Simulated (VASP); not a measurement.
Write the native input for VASP 6.6.1 that does the following.

```yaml
Task: single point
Functional: PBEsol
Potentials_or_basis: VASP PAW PBE potentials, release 64 (Ni)
Cutoff: 520 eV
k_mesh: 16 × 16 × 8
Occupations: fermi-dirac, width 0.1 eV
Spin: collinear spin, antiferromagnetic start
Starting_moments: "[1.0, -1.0] μB"
Dipole_correction: no
Further_INCAR_settings: ALGO = Normal; EDIFF = 1e-06; NBANDS = 21
```

The structure of Ni lies in POSCAR:

```
Ni
1.0
    2.3852223633      0.0000000000      0.0000000000
   -1.1926111816      2.0656655874      0.0000000000
    0.0000000000      0.0000000000      3.9683325681
Ni
2
Direct
    0.3333333333      0.6666666667      0.2500000000
    0.6666666667      0.3333333333      0.7500000000
```

This isn't the form of Ni at room conditions, which is fcc.

One way to write it, as run:

INCAR

```
PREC = Accurate
ENCUT = 520
EDIFF = 1E-6
ISMEAR = -1
SIGMA = 0.1
LREAL = F
LASPH = T
NELM = 150
ALGO = Normal
ISIF = 2
LWAVE = F
LCHARG = T
ISPIN = 2
MAGMOM = 1 -1
LORBIT = 11
LMAXMIX = 4
GGA = PS
LELF = T
LVHAR = T
NBANDS = 21
```

KPOINTS

```
Automatic mesh
0
Gamma
  16 16 8
```

Potentials or basis: VASP PAW PBE potentials, release 64 (Ni).

Launch:

```sh
$ cat potpaw_PBE.64/Ni/POTCAR > POTCAR
$ mpirun -np 1 vasp_std > vasp.out
```

Results of the run:

```json
{
  "Pressure": "15.9 GPa",
  "Band gap on the k mesh": "zero (filled and empty bands overlap)",
  "Net moment": "0.00 μB per cell",
  "Valence electrons inside the program's atomic spheres": "Ni 9.53"
}
```

Caveat: the cell stands under pressure; the PAW data sets were made with another functional, which shifts forces and pressure a little.

Wall time 78 s on 1 thread of Intel(R) Xeon(R) Platinum 8488C (Sapphire Rapids), on a shared host, peak memory 0.2 GiB.
